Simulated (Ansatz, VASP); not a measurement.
**AgI: VASP beside Ansatz**

```
Ag I
1.0
     0.00000    3.23650    3.23650
     3.23650    0.00000    3.23650
     3.23650    3.23650    0.00000
Ag I
1 1
Direct
  0.00000 0.00000 0.00000
  0.25000 0.25000 0.25000
```

Alike in both runs: task single point; functional PBE; dispersion D3(BJ); k mesh 5 × 5 × 5; no spin polarisation.

```csv
,VASP,Ansatz
version,VASP 6.6.1,Ansatz 0.2.0
potentials or method,"VASP PAW PBE potentials, release 64 (Ag, I), cutoff 500 eV","plane waves, PAW"
occupations,"gaussian, width 0.01 eV",fixed
valence electrons in the cell,18,36
```

```csv
,VASP,Ansatz,Ansatz less VASP
pressure (GPa),0.4,0.4,+0.05
```

VASP's potentials hold 18 valence electrons a cell and Ansatz's 36, so a difference there can come from the potentials and not from the codes.

Spin-orbit coupling is off throughout.
